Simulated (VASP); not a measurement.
# Re (P6_3/mmc) in VASP: settings compared

The runs below take Re through single point, relaxation of cell and atoms, with r2SCAN, PBEsol+D4, RPBE+D4, revPBE.

Program: VASP 6.6.1. These are calculated values, not measurements. Logs are shortened: lines on timing, memory, paths and dates and some standing lists are left out, and cuts for length are marked.

### 1 The cell of the first run

Symmetry: P6_3/mmc, No. 194, hexagonal system. The conventional cell has a = 2.761 Å, b = 2.761 Å, c = 4.458 Å, α = 90.00°, β = 90.00°, γ = 120.00°. Re (site symmetry -6m2) has 12 Re at 2.74 to 2.76 Å within 3.6 Å.

### 2 Single point, r2SCAN

The input, POSCAR:

```
Re
1.0
    2.7608000000      0.0000000000      0.0000000000
   -1.3804000000      2.3909229348      0.0000000000
    0.0000000000      0.0000000000      4.4582000000
Re
2
Direct
    0.6666666667      0.3333333333      0.7500000000
    0.3333333333      0.6666666667      0.2500000000
```

The input, INCAR.step1:

```
SYSTEM = Re
  PREC = Accurate
  ENCUT = 520
  ISMEAR = -1
  SIGMA = 0.05
  LREAL = .False.
  LASPH = .True.
  NELM = 100
  NBANDS = 14
  GGA = PE
  ALGO = Normal
  EDIFF = 1E-4
  LWAVE = .True.
  LCHARG = .False.
```

The input, INCAR.step2:

```
SYSTEM = Re
  PREC = Accurate
  ENCUT = 520
  EDIFF = 1E-6
  ISMEAR = -1
  SIGMA = 0.05
  LREAL = .False.
  LASPH = .True.
  NELM = 100
  ALGO = Normal
  ISIF = 2
  LWAVE = .False.
  LCHARG = .True.
  METAGGA = R2SCAN
  LMIXTAU = .True.
  LELF = .True.
  LVHAR = .True.
  NBANDS = 14
  ISTART = 1
```

The input, KPOINTS:

```
regular mesh
0
Gamma
  11 11 6
  0 0 0
```

Potentials or basis: VASP PAW PBE potentials, release 64 (Re).

Started as:

```console
cat potpaw_PBE.64/Re/POTCAR > POTCAR
cp INCAR.step1 INCAR
mpirun -np 1 vasp_std > vasp.out
cp INCAR.step2 INCAR
mpirun -np 1 vasp_std > vasp.out
```

OUTCAR:

```text
SYSTEM = Re
   PREC = Accurate
   ENCUT = 520
   EDIFF = 1E-6
   ISMEAR = -1
   LREAL = .False.
   LASPH = .True.
   NELM = 100
   ISIF = 2
   METAGGA = R2SCAN
   ISTART = 1

 ion  position               nearest neighbor table
   1  0.667  0.333  0.750-   2 2.74   2 2.74   2 2.74   2 2.74   2 2.74   2 2.74
   2  0.333  0.667  0.250-   1 2.74   1 2.74   1 2.74   1 2.74   1 2.74   1 2.74

  LATTYP: Found a hexagonal cell.
 ALAT       =     2.7608000000
 C/A-ratio  =     1.6148217908

  Lattice vectors:

 A1 = (   2.7608000000,   0.0000000000,   0.0000000000)
 A2 = (  -1.3804000000,   2.3909229348,   0.0000000000)
 A3 = (   0.0000000000,   0.0000000000,   4.4582000000)

Analysis of symmetry for initial positions (statically):
=====================================================================
 Subroutine PRICEL returns:
 Original cell was already a primitive cell.

 Routine SETGRP: Setting up the symmetry group for a
 hexagonal supercell.

 Subroutine GETGRP returns: Found 24 space group operations
 (whereof 12 operations were pure point group operations)
 out of a pool of 24 trial point group operations.

The static configuration has the point symmetry D_3d.
 The point group associated with its full space group is D_6h.

Analysis of symmetry for dynamics (positions and initial velocities):
=====================================================================
 Subroutine PRICEL returns:
 Original cell was already a primitive cell.

 Routine SETGRP: Setting up the symmetry group for a
 hexagonal supercell.

 Subroutine GETGRP returns: Found 24 space group operations
 (whereof 12 operations were pure point group operations)
 out of a pool of 24 trial point group operations.

The dynamic configuration has the point symmetry D_3d.
 The point group associated with its full space group is D_6h.

 Subroutine INISYM returns: Found 24 space group operations
 (whereof 12 operations are pure point group operations),
 and found     1 'primitive' translations

----------------------------------------------------------------------------------------

                                     Primitive cell

  volume of cell :      29.4280

  direct lattice vectors                    reciprocal lattice vectors
     2.760800000  0.000000000  0.000000000     0.362213851  0.209124264  0.000000000
    -1.380400000  2.390922935  0.000000000     0.000000000  0.418248529  0.000000000
     0.000000000  0.000000000  4.458200000     0.000000000  0.000000000  0.224305774

  length of vectors
     2.760800000  2.760800000  4.458200000     0.418248529  0.418248529  0.224305774

  position of ions in fractional coordinates (direct lattice)
     0.666666667  0.333333333  0.750000000
     0.333333333  0.666666667  0.250000000

  ion indices of the primitive-cell ions
   primitive index   ion index
                 1           1
                 2           2

----------------------------------------------------------------------------------------

 KPOINTS: regular mesh

Automatic generation of k-mesh.
 Grid dimensions read from file:
 generate k-points for:   11   11    6

 Generating k-lattice:

  Cartesian coordinates                     Fractional coordinates (reciprocal lattice)
     0.032928532  0.019011297  0.000000000     0.090909091 -0.000000000  0.000000000
     0.000000000  0.038022594  0.000000000     0.000000000  0.090909091  0.000000000
     0.000000000  0.000000000  0.037384296     0.000000000  0.000000000  0.166666667

  Length of vectors
     0.038022594  0.038022594  0.037384296

  Shift w.r.t. Gamma in fractional coordinates (k-lattice)
     0.000000000  0.000000000  0.000000000

 Subroutine IBZKPT returns following result:
 ===========================================

 Found     64 irreducible k-points:

 Following reciprocal coordinates:
            Coordinates               Weight
  0.000000  0.000000  0.000000      1.000000
  0.090909 -0.000000  0.000000      6.000000
  0.181818 -0.000000  0.000000      6.000000
  0.272727 -0.000000  0.000000      6.000000
  0.363636 -0.000000  0.000000      6.000000
  0.454545 -0.000000  0.000000      6.000000
[... 16 lines left out ...]
  0.090909  0.090909  0.166667     12.000000
  0.181818  0.090909  0.166667     24.000000
 [... further k-points ...]
   k-points           NKPTS =     64   k-points in BZ     NKDIM =     64   number of bands    NBANDS=     14
   number of dos      NEDOS =    301   number of ions     NIONS =      2
   total plane-waves  NPLWV =  20736
   dimension x,y,z NGX =    24 NGY =   24 NGZ =   36
   dimension x,y,z NGXF=    48 NGYF=   48 NGZF=   72
   ions per type =               2
   NGX,Y,Z   is equivalent  to a cutoff of  14.45, 14.45, 13.42 a.u.
   NGXF,Y,Z  is equivalent  to a cutoff of  28.90, 28.90, 26.85 a.u.
 SYSTEM =  Re
   PREC   = accura    normal or accurate (medium, high low for compatibility)
   ISTART =      1    job   : 0-new  1-cont  2-samecut
   ICHARG =      0    charge: 1-file 2-atom 10-const
   ISPIN  =      1    spin polarized calculation?
   LNONCOLLINEAR =      F non collinear calculations
   LSORBIT =      F    spin-orbit coupling
   LASPH  =      T    aspherical Exc in radial PAW
   ENCUT  =  520.0 eV  38.22 Ry    6.18 a.u.   5.13  5.13  8.29*2*pi/ulx,y,z
   NELM   =    100;   NELMIN=  2; NELMDL=  0     # of ELM steps
   EDIFF  = 0.1E-05   stopping-criterion for ELM
   LREAL  =      F    real-space projection
   EDIFFG = 0.1E-04   stopping-criterion for IOM
   NSW    =      0    number of steps for IOM
   IBRION =     -1    ionic relax: 0-MD 1-quasi-New 2-CG
   NFREE  =      0    steps in history (QN), initial steepest desc. (CG)
   ISIF   =      2    stress and relaxation
   ISYM   =      2    0-nonsym 1-usesym 2-fastsym
   POTIM  = 0.5000    time-step for ionic-motion
   TEBEG  =    0.0;   TEEND  =   0.0 temperature during run
   PSTRESS=    0.0 pullay stress
   NELECT =      14.0000    total number of electrons
   NUPDOWN=      -1.0000    fix difference up-down
   EMIN   =  10.00;   EMAX   =-10.00  energy-range for DOS
   EFERMI =   0.00;   METHOD = LEGACY
   ISMEAR =    -1;   SIGMA  =   0.05  broadening in eV -4-tet -1-fermi 0-gaus
   EFERMI_NEDOS =   21; number of points for ismear=-14 and -15
   IALGO  =     38    algorithm
   IMIX   =      4    mixing-type and parameters
     AMIX     =   0.40;   BMIX     =  1.00
     AMIX_MAG =   1.60;   BMIX_MAG =  1.00
  volume/ion in A,a.u.               =      14.71        99.29
  Fermi-wavevector in a.u.,A,eV,Ry     =   1.278000  2.415070 22.222174  1.633284
  Thomas-Fermi vector in A             =   2.410568
   LORBIT       =      0    0 simple, 1 ext, 2 COOP (PROOUT), +10 PAW based schemes
   METAGGA = R2SCAN    functional components
   LHFCALC =     F    Hartree Fock is set to
   AEXX    =    0.0000 exact exchange contribution
   IVDW    =     0    specifies the selected vdW correction
   LEPSILON=     F    determine dielectric tensor
   LRPA    =     F    only Hartree local field effects (RPA)
 non-spin polarized calculation
  energy-cutoff  :      520.00
  volume of cell :       29.43
 maximum number of plane-waves:       808
 NGX is ok and might be reduce to    24
   NGX = 11   NGY = 11   NGZ = 17

 number of electron      14.0000000 magnetization

 Free energy of the ion-electron system (eV)
  ---------------------------------------------------
  ext. energy  EPLUGINS =         0.00000000
  ---------------------------------------------------
  free energy    TOTEN  =      -104.90282244 eV

  energy without entropy =     -104.88870520  energy(sigma->0) =     -104.89576382

 E-fermi :   7.6882     XC(G=0): -14.9899

 val. band max:        7.6596577690   @ k =   0.2727  -0.0000   0.5000
 cond. band min:       7.6915361834   @ k =   0.1818  -0.0000   0.1667
 fundamental gap:      0.0318784144
 Fermi energy:         7.6882469138

 k-point     1 :       0.0000    0.0000    0.0000
  band No.  band energies     occupation
      1      -2.6598      2.00000
      2       0.7545      2.00000
      3       6.0434      2.00000
      4       6.0619      2.00000
      5       6.0619      2.00000
      6       6.9258      2.00000
      7       6.9258      2.00000
      8       7.9005      0.02825
      9       7.9005      0.02825
     10       8.2332      0.00004
     11      11.2025      0.00000
     12      11.2025      0.00000
     13      18.2390      0.00000
     14      22.5085      0.00000

 k-point     2 :       0.0909   -0.0000    0.0000
  band No.  band energies     occupation
      1      -2.3083      2.00000
      2       1.0793      2.00000
      3       5.3840      2.00000
      4       6.3832      2.00000
      5       6.5657      2.00000
      6       6.7318      2.00000
      7       7.0022      2.00000
      8       7.2287      1.99980
      9       7.6406      1.44354
     10       7.8083      0.16611
     11      11.3732      0.00000
     12      12.5478      0.00000
     13      18.2120      0.00000
     14      23.2714      0.00000

 k-point     3 :       0.1818   -0.0000    0.0000
  band No.  band energies     occupation
      1      -1.3380      2.00000
      2       1.8498      2.00000
      3       4.6719      2.00000
      4       5.2985      2.00000
      5       6.0914      2.00000
      6       7.0621      1.99999
      7       7.3159      1.99883
      8       7.3737      1.99630
      9       7.4458      1.98446
     10       8.0999      0.00053
     11      11.7073      0.00000
     12      14.8311      0.00000
     13      17.9973      0.00000
     14      24.7211      0.00000

 k-point     4 :       0.2727   -0.0000    0.0000
  band No.  band energies     occupation
      1      -0.0392      2.00000
      2       2.2164      2.00000
      3       3.8388      2.00000
      4       4.5775      2.00000
      5       5.8521      2.00000
      6       6.4533      2.00000
      7       6.8828      2.00000
      8       8.6827      0.00000
      9       8.7492      0.00000
     10       9.4135      0.00000
     11      11.9863      0.00000
     12      17.1737      0.00000
     13      17.5871      0.00000
     14      22.6889      0.00000

 k-point     5 :       0.3636   -0.0000    0.0000
  band No.  band energies     occupation
      1       1.0257      2.00000
      2       1.8679      2.00000
      3       2.8019      2.00000
      4       5.0273      2.00000
      5       5.9808      2.00000
      6       6.4763      2.00000
      7       6.4835      2.00000
      8      10.4099      0.00000
      9      10.5307      0.00000
     10      10.9144      0.00000
     11      12.1495      0.00000
[... 276 lines left out ...]
 k-point    22 :       0.4545   -0.0000    0.1667
  band No.  band energies     occupation
      1       1.0455      2.00000
      2       1.5966      2.00000
      3       3.0542      2.00000
      4       4.2658      2.00000
      5       6.0079      2.00000
      6       6.8834      2.00000
      7       7.7851      0.25180
      8      11.2542      0.00000
      9      11.7403      0.00000
     10      12.2456      0.00000
     11      12.6393      0.00000
     12      15.3387      0.00000
     13      18.0996      0.00000
     14      20.2003      0.00000

 k-point    23 :       0.0909    0.0909    0.1667
  band No.  band energies     occupation
      1      -1.3329      2.00000
      2       1.7073      2.00000
      3       4.8574      2.00000
      4       5.0639      2.00000
      5       6.0630      2.00000
      6       6.5999      2.00000
      7       6.8121      2.00000
      8       7.4312      1.98836
      9       8.1958      0.00008
     10       8.2433      0.00003
     11      11.4688      0.00000
     12      13.3179      0.00000
     13      19.5343      0.00000
     14      23.9541      0.00000

 k-point    24 :       0.1818    0.0909    0.1667
  band No.  band energies     occupation
      1      -0.2298      2.00000
      2       2.5307      2.00000
      3       3.9486      2.00000
      4       4.3184      2.00000
      5       5.6657      2.00000
      6       6.3778      2.00000
      7       7.0151      2.00000
      8       8.0112      0.00313
      9       8.7489      0.00000
     10       9.1494      0.00000
     11      11.6060      0.00000
     12      14.7964      0.00000
     13      19.4516      0.00000
     14      24.3227      0.00000

 [... further k-points ...]
[... 5 lines left out ...]
  --------------------------------------------------------------------------------------
  -------------------------------------------------------------------------------------
  Total       -0.1205585     -0.1205585      0.0424187      0.0000000      0.0000000      0.0000000
  in kB       -6.5636951     -6.5636951      2.3094447      0.0000000      0.0000000      0.0000000
  external PRESSURE =      -3.6059818 kB  Pullay stress =       0.0000000 kB

 VOLUME and BASIS-vectors are now :
 -----------------------------------------------------------------------------
  energy-cutoff  :      520.00
  volume of cell :       29.43
      direct lattice vectors                 reciprocal lattice vectors
     2.760800000  0.000000000  0.000000000     0.362213851  0.209124264  0.000000000
    -1.380400000  2.390922935  0.000000000     0.000000000  0.418248529  0.000000000
     0.000000000  0.000000000  4.458200000     0.000000000  0.000000000  0.224305774

 POSITION                                       TOTAL-FORCE (eV/Angst)
 -----------------------------------------------------------------------------------
      1.38040      0.79697      3.34365        -0.000000      0.000000      0.000000
     -0.00000      1.59395      1.11455         0.000000     -0.000000      0.000000
 -----------------------------------------------------------------------------------
    total drift:                               -0.000000      0.000000     -0.000000

  FREE ENERGIE OF THE ION-ELECTRON SYSTEM (eV)
  ---------------------------------------------------
  free  energy   TOTEN  =      -104.9028224431 eV

  energy  without entropy=     -104.8887052006  energy(sigma->0) =     -104.89576382
```

Run time: 56 s. Hardware: 1 thread of Intel Xeon 6975P-C (Granite Rapids), shared host; peak memory 0.17 GiB.

What came out:

- Free energy: -104.9028 eV
- Pressure: -0.4 GPa
- Band gap on the k mesh: zero (bands 7 and 8 overlap by 3.09 eV)

Caveat: the PAW data sets were made with another functional, which shifts forces and pressure a little; spin-orbit coupling is left out, which moves the levels of the heavy elements.

### 3 Relaxation of cell and atoms, PBEsol+D4

The input, INCAR:

```
PREC     = Accurate       # precision mode
ENCUT    = 600            # plane-wave cutoff, eV
EDIFF    = 1E-6           # SCF threshold, eV
ISMEAR   = -1             # smearing method
SIGMA    = 0.05           # smearing width, eV
LREAL    = False          # projectors in reciprocal space
LASPH    = True           # aspherical terms in the spheres
NELM     = 100            # most SCF steps
ALGO     = Normal         # electronic algorithm
ISIF     = 3              # what is computed and relaxed
LWAVE    = False          # write WAVECAR
LCHARG   = False          # write CHGCAR
GGA      = PS             # functional
IVDW     = 13             # dispersion correction
IBRION   = 2              # ionic algorithm
NSW      = 60             # ionic steps
EDIFFG   = -0.01          # ionic threshold
```

The input, KPOINTS:

```
regular mesh
0
Gamma
  11 11 6
```

POSCAR is that of step 2.

Potentials or basis: VASP PAW PBE potentials, release 64 (Re).

Started as:

```console
cat potpaw_PBE.64/Re/POTCAR > POTCAR
mpirun -np 1 vasp_std > vasp.out
```

OUTCAR:

```text
PREC = Accurate
   ENCUT = 600
   EDIFF = 1E-6
   ISMEAR = -1
   LREAL = False
   LASPH = True
   NELM = 100
   ISIF = 3
   GGA = PS
   IVDW = 13
   IBRION = 2
   NSW = 60
   EDIFFG = -0.01

 ion  position               nearest neighbor table
   1  0.667  0.333  0.750-   2 2.74   2 2.74   2 2.74   2 2.74   2 2.74   2 2.74
   2  0.333  0.667  0.250-   1 2.74   1 2.74   1 2.74   1 2.74   1 2.74   1 2.74

  LATTYP: Found a hexagonal cell.
 ALAT       =     2.7608000000
 C/A-ratio  =     1.6148217908

  Lattice vectors:

 A1 = (   2.7608000000,   0.0000000000,   0.0000000000)
 A2 = (  -1.3804000000,   2.3909229348,   0.0000000000)
 A3 = (   0.0000000000,   0.0000000000,   4.4582000000)

Analysis of symmetry for initial positions (statically):
=====================================================================
 Subroutine PRICEL returns:
 Original cell was already a primitive cell.

[... 298 lines left out ...]
  free energy    TOTEN  =       -26.73777051 eV

  energy without entropy =      -26.72466012  energy(sigma->0) =      -26.73121531

 E-fermi :   7.9863     XC(G=0): -13.9335

 val. band max:        7.9593838761   @ k =   0.1818  -0.0000   0.1667
 cond. band min:       8.0380717044   @ k =   0.3636   0.1818   0.3333
 fundamental gap:      0.0786878283
 Fermi energy:         7.9862542553

 k-point     1 :       0.0000    0.0000    0.0000
  band No.  band energies     occupation
      1      -2.0658      2.00000
      2       1.1800      2.00000
      3       6.3352      2.00000
      4       6.3352      2.00000
      5       6.3400      2.00000
      6       7.2038      2.00000
      7       7.2038      2.00000
      8       8.1645      0.05502
      9       8.1645      0.05502
     10       8.6358      0.00000
     11      11.4457      0.00000
[... 309 lines left out ...]
 k-point    24 :       0.1818    0.0909    0.1667
  band No.  band energies     occupation
      1       0.3034      2.00000
      2       2.9296      2.00000
      3       4.3158      2.00000
      4       4.6584      2.00000
      5       5.9615      2.00000
      6       6.6758      2.00000
      7       7.3068      2.00000
      8       8.2768      0.00597
      9       9.0131      0.00000
     10       9.4203      0.00000
     11      11.8690      0.00000

 [... further k-points ...]

------------------------ aborting loop because EDIFF is reached ----------------------------------------

  DFT-D4 for vdW energy calculation

  Edisp (eV):   -0.83865
[... 25 lines left out ...]
  FREE ENERGIE OF THE ION-ELECTRON SYSTEM (eV)
  ---------------------------------------------------
  free  energy   TOTEN  =       -27.5764226581 eV

  energy  without entropy=      -27.5633122670  energy(sigma->0) =      -27.56986746

 reached required accuracy - stopping structural energy minimisation
```

CONTCAR:

```text
Re
   1.00000000000000
     2.7416503958588287    0.0000000000000000   -0.0000000000000000
    -1.3708251979294144    2.3743388911406655   -0.0000000000000000
     0.0000000000000000    0.0000000000000000    4.4273608425375857
  Re
     2
Direct
     0.6666666667000030    0.3333333332999970    0.7500000000000000
     0.3333333332999970    0.6666666667000030    0.2500000000000000

  0.00000000E+00  0.00000000E+00  0.00000000E+00
  0.00000000E+00  0.00000000E+00  0.00000000E+00
```

It took 37 s on 1 thread of Intel Xeon 6975P-C (Granite Rapids), shared host; peak memory 0.18 GiB.

What came out:

```
Free energy                           : -27.5764 eV
Relaxed volume                        : 14.41 Å³/atom
Relaxed cell                          : a = 2.742 Å, b = 2.742 Å, c = 4.427 Å, α = 90.00°, β = 90.00°, γ = 120.00°
Space group after relaxing (to 0.1 Å) : P6_3/mmc (No. 194)
Energy gained by relaxing             : 8.0 meV/atom
Ionic steps                           : 4
Pressure after relaxing               : 0.0 GPa
Band gap on the k mesh                : zero (bands 7 and 8 overlap by 3.18 eV)
Dispersion energy per atom            : -0.419 eV
```

Step by step:
```csv
step,energy change (eV),largest force (eV/Å),pressure (GPa),volume (Å³)
1,0.0000,0.0000,-8.22,29.43
2,0.3073,0.0000,45.13,26.33
3,-0.0160,0.0000,-0.37,28.84
4,-0.0160,0.0000,-0.03,28.82
```

Final structure:
```
Re
1.0
     2.74165    0.00000    0.00000
    -1.37083    2.37434    0.00000
     0.00000    0.00000    4.42736
Re
2
Cartesian
  1.3708 0.7914 3.3205
  0.0000 1.5829 1.1068
```

Caveat: the PAW data sets were made with another functional, which shifts forces and pressure a little; spin-orbit coupling is left out, which moves the levels of the heavy elements.

(Part 1 of 2 ends here.)
